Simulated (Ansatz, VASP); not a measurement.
**TiO2: VASP beside Ansatz**

```xyz
6
Lattice="4.5998 0.0000 0.0000 0.0000 4.5998 0.0000 0.0000 0.0000 2.9592" Properties=species:S:1:pos:R:3 pbc="T T T"
Ti    0.0000    0.0000    1.4796
Ti    2.2999    2.2999    0.0000
O     1.3998    1.3998    1.4796
O     0.9001    3.6997    0.0000
O     3.6997    0.9001    0.0000
O     3.2000    3.2000    1.4796
```

Alike in both runs: task single point; functional PBE; k mesh 6 × 6 × 9; occupations fermi-dirac, width 0.02 eV; no spin polarisation.

|  | VASP | Ansatz |
| --- | --- | --- |
| version | VASP 6.6.1 | Ansatz 0.2.0 |
| potentials or method | VASP PAW PBE potentials, release 64 (Ti_sv, O), cutoff 520 eV | scalar-relativistic, plane waves, PAW |
| valence electrons in the cell | 48 | 48 |

|  | VASP | Ansatz | Ansatz less VASP |
| --- | --- | --- | --- |
| rms of the force components (eV/Å) | 0.010 | 0.002 | -0.0080 |

Atom by atom the forces differ by 0.012 eV/Å (rms over components).
